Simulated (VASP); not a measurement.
A run of VASP 6.6.1 is set up as follows.

File INCAR:

```
  ALGO = Fast
  EDIFF = 1E-6
  ENCUT = 520
  GGA = PS
  ISIF = 2
  ISMEAR = 0
  LASPH = True
  LCHARG = False
  LREAL = False
  LWAVE = False
  NBANDS = 39
  NELM = 100
  PREC = Accurate
  SIGMA = 0.1
```

Contents of KPOINTS:

```
k-points
0
Gamma
  10 10 10
```

File POSCAR:

```
TiCo2
1.0
    0.0000000000      3.3418446744      3.3418446744
    3.3418446744      0.0000000000      3.3418446744
    3.2701486249      3.2701486249      0.0716960495
Ti Co
2 4
Direct
    0.4992904951      0.4992904951      0.5021285146
    0.7507095049      0.7507095049      0.7478714854
    0.1250000000      0.1250000000      0.1250000000
    0.6250000000      0.1250000000      0.1250000000
    0.1250000000      0.1250000000      0.6250000000
    0.1250000000      0.6250000000      0.1250000000
```

Potentials or basis: VASP PAW PBE potentials, release 64 (Ti_sv, Co).

Run with:

```sh
$ cat potpaw_PBE.64/Ti_sv/POTCAR potpaw_PBE.64/Co/POTCAR > POTCAR
$ mpirun -np 1 vasp_std > vasp.out
```

Problem. What does it give for the pressure?

Solution. -6.2 GPa.

Problem. Predict the band gap on the k mesh.

Solution. Zero (bands 30 and 31 overlap by 0.72 eV).

Stress tensor (GPa, compression positive):
```
-6.20  2.71 -2.71
 2.71 -6.20 -2.71
-2.71 -2.71 -6.20
```

Caveat: the cell differs from its parent crystal (biaxial strain in the a-b plane: +2.0 %, then relaxed in part); the cell stands under tension; the PAW data sets were made with another functional, which shifts forces and pressure a little; the run has no spin polarisation, though such a crystal can be magnetic. Spin polarisation is off, so any magnetic state and its effect on volume and gap are missing.
